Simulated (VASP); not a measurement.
# MnSi (P2_13) in VASP: further runs

Runs on MnSi. Level: PBEsol. Tasks: single point.

Program: VASP 6.6.1. These are calculated values, not measurements. Logs are shortened: lines on timing, memory, paths and dates and some standing lists are left out, and cuts for length are marked.

### Step 1. The cell of the first run

The structure is cubic, space group P2_13 (No. 198). Conventional cell: a = 4.471 Å, b = 4.471 Å, c = 4.471 Å, α = 90.00°, β = 90.00°, γ = 90.00°. Within 3.0 Å of Mn (site symmetry 3) lie 7 Si at 2.26 to 2.50 Å and 6 Mn at 2.74 Å. Si (site symmetry 3) has 7 Mn at 2.26 to 2.50 Å and 6 Si at 2.76 Å within 3.0 Å.

### Step 2. Single point, PBEsol, collinear spin, ferromagnetic start

Contents of INCAR:

```
  PREC = Accurate
  ENCUT = 520
  EDIFF = 1E-6
  ISMEAR = -1
  SIGMA = 0.05
  LREAL = F
  LASPH = T
  NELM = 150
  ALGO = Normal
  ISIF = 2
  LWAVE = F
  LCHARG = F
  ISPIN = 2
  MAGMOM = 3.5 3.5 3.5 3.5 0 0 0 0
  LORBIT = 11
  LMAXMIX = 4
  GGA = PS
  NBANDS = 48
```

Contents of KPOINTS:

```
Automatic mesh
0
Gamma
  7 7 7
```

Contents of POSCAR:

```
MnSi
1.0
    4.4709188942      0.0000000000      0.0000000000
    0.0000000000      4.4709188942      0.0000000000
    0.0000000000      0.0000000000      4.4709188942
Mn Si
4 4
Direct
    0.1370879318      0.1370879318      0.1370879318
    0.3629120682      0.8629120682      0.6370879318
    0.6370879318      0.3629120682      0.8629120682
    0.8629120682      0.6370879318      0.3629120682
    0.8453697327      0.8453697327      0.8453697327
    0.6546302673      0.1546302673      0.3453697327
    0.3453697327      0.6546302673      0.1546302673
    0.1546302673      0.3453697327      0.6546302673
```

Potentials or basis: VASP PAW PBE potentials, release 64 (Mn_pv, Si).

Run with:

```bash
cat potpaw_PBE.64/Mn_pv/POTCAR potpaw_PBE.64/Si/POTCAR > POTCAR
mpirun -np 1 vasp_std > vasp.out
```

OUTCAR:

```text
PREC = Accurate
   ENCUT = 520
   EDIFF = 1E-6
   ISMEAR = -1
   LREAL = F
   LASPH = T
   NELM = 150
   ISIF = 2
   ISPIN = 2
   LORBIT = 11
   GGA = PS

 ion  position               nearest neighbor table
   1  0.137  0.137  0.137-   5 2.26   6 2.35   7 2.35   8 2.35   7 2.50   8 2.50   6 2.50   2 2.74
                             3 2.74   2 2.74   3 2.74   4 2.74   4 2.74
   2  0.363  0.863  0.637-   6 2.26   5 2.35   7 2.35   8 2.35   7 2.50   8 2.50   5 2.50   1 2.74
                             1 2.74   4 2.74   4 2.74   3 2.74   3 2.74
   3  0.637  0.363  0.863-   7 2.26   6 2.35   5 2.35   8 2.35   8 2.50   6 2.50   5 2.50   4 2.74
                             1 2.74   4 2.74   1 2.74   2 2.74   2 2.74
   4  0.863  0.637  0.363-   8 2.26   6 2.35   7 2.35   5 2.35   6 2.50   5 2.50   7 2.50   3 2.74
                             2 2.74   2 2.74   3 2.74   1 2.74   1 2.74
   5  0.845  0.845  0.845-   1 2.26   2 2.35   3 2.35   4 2.35   3 2.50   4 2.50   2 2.50   6 2.76
                             7 2.76   8 2.76   6 2.76   8 2.76   7 2.76
   6  0.655  0.155  0.345-   2 2.26   1 2.35   3 2.35   4 2.35   3 2.50   4 2.50   1 2.50   8 2.76
                             5 2.76   5 2.76   7 2.76   7 2.76   8 2.76
   7  0.345  0.655  0.155-   3 2.26   2 2.35   1 2.35   4 2.35   4 2.50   2 2.50   1 2.50   8 2.76
                             5 2.76   8 2.76   6 2.76   6 2.76   5 2.76
   8  0.155  0.345  0.655-   4 2.26   2 2.35   3 2.35   1 2.35   2 2.50   1 2.50   3 2.50   7 2.76
                             5 2.76   7 2.76   5 2.76   6 2.76   6 2.76

  LATTYP: Found a simple cubic cell.
 ALAT       =     4.4709188942

  Lattice vectors:

 A1 = (   4.4709188942,   0.0000000000,   0.0000000000)
 A2 = (   0.0000000000,   4.4709188942,   0.0000000000)
 A3 = (   0.0000000000,   0.0000000000,   4.4709188942)

Analysis of symmetry for initial positions (statically):
=====================================================================
 Subroutine PRICEL returns:
 Original cell was already a primitive cell.

 Routine SETGRP: Setting up the symmetry group for a
 simple cubic supercell.

 Subroutine GETGRP returns: Found 12 space group operations
 (whereof  3 operations were pure point group operations)
 out of a pool of 48 trial point group operations.

The static configuration has the point symmetry C_3 .
 The point group associated with its full space group is T   .

Analysis of symmetry for dynamics (positions and initial velocities):
=====================================================================
 Subroutine PRICEL returns:
 Original cell was already a primitive cell.

 Routine SETGRP: Setting up the symmetry group for a
 simple cubic supercell.

 Subroutine GETGRP returns: Found 12 space group operations
 (whereof  3 operations were pure point group operations)
 out of a pool of 48 trial point group operations.

The dynamic configuration has the point symmetry C_3 .
 The point group associated with its full space group is T   .

Analysis of structural, dynamic, and magnetic symmetry:
=====================================================================
 Subroutine PRICEL returns:
 Original cell was already a primitive cell.

 Routine SETGRP: Setting up the symmetry group for a
 simple cubic supercell.

 Subroutine GETGRP returns: Found 12 space group operations
 (whereof  3 operations were pure point group operations)
 out of a pool of 48 trial point group operations.

The overall configuration has the point symmetry C_3 .
 The point group associated with its full space group is T   .

 Subroutine INISYM returns: Found 12 space group operations
 (whereof  3 operations are pure point group operations),
 and found     1 'primitive' translations

----------------------------------------------------------------------------------------

                                     Primitive cell

  volume of cell :      89.3697

  direct lattice vectors                    reciprocal lattice vectors
     4.470918894  0.000000000  0.000000000     0.223667667  0.000000000  0.000000000
     0.000000000  4.470918894  0.000000000     0.000000000  0.223667667  0.000000000
     0.000000000  0.000000000  4.470918894     0.000000000  0.000000000  0.223667667

  length of vectors
     4.470918894  4.470918894  4.470918894     0.223667667  0.223667667  0.223667667

  position of ions in fractional coordinates (direct lattice)
     0.137087932  0.137087932  0.137087932
     0.362912068  0.862912068  0.637087932
     0.637087932  0.362912068  0.862912068
     0.862912068  0.637087932  0.362912068
     0.845369733  0.845369733  0.845369733
     0.654630267  0.154630267  0.345369733
     0.345369733  0.654630267  0.154630267
     0.154630267  0.345369733  0.654630267

  ion indices of the primitive-cell ions
   primitive index   ion index
                 1           1
                 2           2
                 3           3
                 4           4
                 5           5
                 6           6
                 7           7
                 8           8

----------------------------------------------------------------------------------------

 KPOINTS: Automatic mesh

Automatic generation of k-mesh.
 Grid dimensions read from file:
 generate k-points for:    7    7    7

 Generating k-lattice:

  Cartesian coordinates                     Fractional coordinates (reciprocal lattice)
     0.031952524  0.000000000  0.000000000     0.142857143  0.000000000  0.000000000
     0.000000000  0.031952524  0.000000000     0.000000000  0.142857143  0.000000000
     0.000000000  0.000000000  0.031952524     0.000000000  0.000000000  0.142857143

  Length of vectors
     0.031952524  0.031952524  0.031952524

  Shift w.r.t. Gamma in fractional coordinates (k-lattice)
     0.000000000  0.000000000  0.000000000

 Subroutine IBZKPT returns following result:
 ===========================================

 Found     24 irreducible k-points:

 Following reciprocal coordinates:
            Coordinates               Weight
  0.000000  0.000000  0.000000      1.000000
  0.142857  0.000000  0.000000      6.000000
  0.285714  0.000000  0.000000      6.000000
  0.428571  0.000000  0.000000      6.000000
  0.142857  0.142857  0.000000     12.000000
  0.285714  0.142857  0.000000     12.000000
[... 16 lines left out ...]
  0.428571  0.428571  0.285714     24.000000
  0.428571  0.428571  0.428571      8.000000
   k-points           NKPTS =     24   k-points in BZ     NKDIM =     24   number of bands    NBANDS=     48
   number of dos      NEDOS =    301   number of ions     NIONS =      8
   total plane-waves  NPLWV =  46656
   dimension x,y,z NGX =    36 NGY =   36 NGZ =   36
   dimension x,y,z NGXF=    72 NGYF=   72 NGZF=   72
   ions per type =               4   4
   NGX,Y,Z   is equivalent  to a cutoff of  13.39, 13.39, 13.39 a.u.
   NGXF,Y,Z  is equivalent  to a cutoff of  26.77, 26.77, 26.77 a.u.
 SYSTEM =  unknown system
   PREC   = accura    normal or accurate (medium, high low for compatibility)
   ISTART =      0    job   : 0-new  1-cont  2-samecut
   ICHARG =      2    charge: 1-file 2-atom 10-const
   ISPIN  =      2    spin polarized calculation?
   LNONCOLLINEAR =      F non collinear calculations
   LSORBIT =      F    spin-orbit coupling
   LASPH  =      T    aspherical Exc in radial PAW
   ENCUT  =  520.0 eV  38.22 Ry    6.18 a.u.   8.31  8.31  8.31*2*pi/ulx,y,z
   NELM   =    150;   NELMIN=  2; NELMDL= -5     # of ELM steps
   EDIFF  = 0.1E-05   stopping-criterion for ELM
   LREAL  =      F    real-space projection
   EDIFFG = 0.1E-04   stopping-criterion for IOM
   NSW    =      0    number of steps for IOM
   IBRION =     -1    ionic relax: 0-MD 1-quasi-New 2-CG
   NFREE  =      0    steps in history (QN), initial steepest desc. (CG)
   ISIF   =      2    stress and relaxation
   ISYM   =      2    0-nonsym 1-usesym 2-fastsym
   POTIM  = 0.5000    time-step for ionic-motion
   TEBEG  =    0.0;   TEEND  =   0.0 temperature during run
   PSTRESS=    0.0 pullay stress
   NELECT =      68.0000    total number of electrons
   NUPDOWN=      -1.0000    fix difference up-down
   EMIN   =  10.00;   EMAX   =-10.00  energy-range for DOS
   EFERMI =   0.00;   METHOD = LEGACY
   ISMEAR =    -1;   SIGMA  =   0.05  broadening in eV -4-tet -1-fermi 0-gaus
   EFERMI_NEDOS =   21; number of points for ismear=-14 and -15
   IALGO  =     38    algorithm
   IMIX   =      4    mixing-type and parameters
     AMIX     =   0.40;   BMIX     =  1.00
     AMIX_MAG =   1.60;   BMIX_MAG =  1.00
  volume/ion in A,a.u.               =      11.17        75.39
  Fermi-wavevector in a.u.,A,eV,Ry     =   1.494563  2.824315 30.391602  2.233720
  Thomas-Fermi vector in A             =   2.606820
   LORBIT       =     11    0 simple, 1 ext, 2 COOP (PROOUT), +10 PAW based schemes
   GGA     = PS    functional components
   LHFCALC =     F    Hartree Fock is set to
   AEXX    =    0.0000 exact exchange contribution
   IVDW    =     0    specifies the selected vdW correction
   LEPSILON=     F    determine dielectric tensor
   LRPA    =     F    only Hartree local field effects (RPA)
 spin polarized calculation
  energy-cutoff  :      520.00
  volume of cell :       89.37
 maximum number of plane-waves:      2469
 NGX is ok and might be reduce to    36
   NGX = 17   NGY = 17   NGZ = 17

 number of electron      68.0000000 magnetization      14.0000000

 number of electron      68.0000013 magnetization       3.6499584

 Free energy of the ion-electron system (eV)
  ---------------------------------------------------
  ext. energy  EPLUGINS =         0.00000000
  ---------------------------------------------------
  free energy    TOTEN  =       -66.32472166 eV

  energy without entropy =      -66.27675421  energy(sigma->0) =      -66.30073793

 E-fermi :  11.4480     XC(G=0): -13.0867

 val. band max:       11.4417875404   @ k =   0.2857   0.1429   0.1429
 cond. band min:      11.4502293470   @ k =   0.1429   0.1429   0.1429
 fundamental gap:      0.0084418067
 Fermi energy:        11.4479789119

 spin component 1

 k-point     1 :       0.0000    0.0000    0.0000
  band No.  band energies     occupation
      1     -36.7367      1.00000
      2     -36.7367      1.00000
      3     -36.7367      1.00000
      4     -36.6550      1.00000
      5     -36.6550      1.00000
      6     -36.6550      1.00000
[... 38 lines left out ...]
     45      15.8481      0.00000
     46      15.8481      0.00000
[... 1085 lines left out ...]
      5     -36.6282      1.00000
      6     -36.6219      1.00000
[... 38 lines left out ...]
     45      17.4908      0.00000
     46      17.6786      0.00000
 Fermi energy:        11.4479789119

 spin component 2

 k-point     1 :       0.0000    0.0000    0.0000
  band No.  band energies     occupation
      1     -35.8222      1.00000
      2     -35.8222      1.00000
      3     -35.8222      1.00000
      4     -35.7223      1.00000
      5     -35.6297      1.00000
      6     -35.6297      1.00000
[... 38 lines left out ...]
     45      16.4339      0.00000
     46      16.4339      0.00000
[... 1085 lines left out ...]
      5     -35.6283      1.00000
      6     -35.6246      1.00000
[... 38 lines left out ...]
     45      17.7808      0.00000
     46      17.8057      0.00000
 [bands above 46 left out]

------------------------ aborting loop because EDIFF is reached ----------------------------------------

  FORCE on cell =-STRESS in cart. coord.  units (eV):
  Direction    XX          YY          ZZ          XY          YZ          ZX
  --------------------------------------------------------------------------------------
  -------------------------------------------------------------------------------------
  Total        0.0915613      0.0915613      0.0915613     -0.0000000     -0.0000000      0.0000000
  in kB        1.6414674      1.6414674      1.6414674     -0.0000000     -0.0000000      0.0000000
  external PRESSURE =       1.6414674 kB  Pullay stress =       0.0000000 kB

 VOLUME and BASIS-vectors are now :
 -----------------------------------------------------------------------------
  energy-cutoff  :      520.00
  volume of cell :       89.37
      direct lattice vectors                 reciprocal lattice vectors
     4.470918894  0.000000000  0.000000000     0.223667667  0.000000000  0.000000000
     0.000000000  4.470918894  0.000000000     0.000000000  0.223667667  0.000000000
     0.000000000  0.000000000  4.470918894     0.000000000  0.000000000  0.223667667

 POSITION                                       TOTAL-FORCE (eV/Angst)
 -----------------------------------------------------------------------------------
      0.61291      0.61291      0.61291         0.010148      0.010148      0.010148
      1.62255      3.85801      2.84837        -0.010148     -0.010148      0.010148
      2.84837      1.62255      3.85801         0.010148     -0.010148     -0.010148
      3.85801      2.84837      1.62255        -0.010148      0.010148     -0.010148
      3.77958      3.77958      3.77958         0.000287      0.000287      0.000287
      2.92680      0.69134      1.54412        -0.000287     -0.000287      0.000287
      1.54412      2.92680      0.69134         0.000287     -0.000287     -0.000287
      0.69134      1.54412      2.92680        -0.000287      0.000287     -0.000287
 -----------------------------------------------------------------------------------
    total drift:                               -0.000001     -0.000001     -0.000000

  FREE ENERGIE OF THE ION-ELECTRON SYSTEM (eV)
  ---------------------------------------------------
  free  energy   TOTEN  =       -66.3247216572 eV

  energy  without entropy=      -66.2767542116  energy(sigma->0) =      -66.30073793

 total charge

# of ion       s       p       d       tot
------------------------------------------
    1        0.348   6.413   5.332  12.093
    2        0.348   6.413   5.332  12.093
    3        0.348   6.413   5.332  12.093
    4        0.348   6.413   5.332  12.093
    5        0.744   0.923   0.000   1.668
    6        0.744   0.923   0.000   1.668
    7        0.744   0.923   0.000   1.668
    8        0.744   0.923   0.000   1.668
--------------------------------------------------
tot          4.370  29.346  21.327  55.043

 magnetization (x)

# of ion       s       p       d       tot
------------------------------------------
    1        0.000   0.006   0.950   0.956
    2        0.000   0.006   0.950   0.956
    3        0.000   0.006   0.950   0.956
    4        0.000   0.006   0.950   0.956
    5       -0.011  -0.029   0.000  -0.040
    6       -0.011  -0.029   0.000  -0.040
    7       -0.011  -0.029   0.000  -0.040
    8       -0.011  -0.029   0.000  -0.040
--------------------------------------------------
tot         -0.044  -0.094   3.801   3.664
```

Wall time 3 min (1 thread of Intel Xeon Platinum 8488C (Sapphire Rapids), shared host); peak memory 0.31 GiB.

What came out:

```yaml
Free_energy: -66.3247 eV
Pressure: 0.2 GPa
Largest_force: 0.018 eV/Å
Net_moment: 3.65 μB per cell
Site_moments: Mn +0.96; Si -0.04 μB
Valence_electrons_inside_the_program's_atomic_spheres: Mn 12.09; Si 1.67
```

Forces in eV/Å, atoms in the order of the input:
```
Mn   0.010  0.010  0.010
Mn  -0.010 -0.010  0.010
Mn   0.010 -0.010 -0.010
Mn  -0.010  0.010 -0.010
Si   0.000  0.000  0.000
Si   0.000  0.000  0.000
Si   0.000  0.000  0.000
Si   0.000  0.000  0.000
```

Caveat: the PAW data sets were made with another functional, which shifts forces and pressure a little.

[end of part 1 of 2]
